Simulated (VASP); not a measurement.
The system is SiO2.

```
Si O
1.0
     4.18519    0.00000    0.00000
     0.00000    4.18519    0.00000
     0.00000    0.00000    2.66884
Si O
2 4
Direct
  0.00000 0.00000 0.00000
  0.50000 0.50000 0.50000
  0.30610 0.30610 0.00000
  0.19390 0.80610 0.50000
  0.69390 0.69390 0.00000
  0.80610 0.19390 0.50000
```

Base run:

```yaml
Program: VASP 6.6.1
Functional: LDA
Potentials_or_basis: VASP PAW LDA potentials, release 64 (Si, O)
Cutoff: 520 eV
k_mesh: 6 × 6 × 10
Occupations: gaussian, width 0.01 eV
Spin: no spin polarisation
```

Its results: band gap on the k mesh 5.54 eV; pressure -4.1 GPa; largest force 0.004 eV/Å.

The run is repeated on the same cell with these changes: functional from LDA to r2SCAN; potentials or basis from VASP PAW LDA potentials, release 64 (Si, O) to VASP PAW PBE potentials, release 64 (Si, O). What comes out?

Band gap on the k mesh 6.51 eV; pressure 0.4 GPa; largest force 0.021 eV/Å.

Caveats: the cell stands under tension (at least some runs); the PAW data sets were made with another functional, which shifts forces and pressure a little (at least some runs).

A k mesh can miss the band edges.
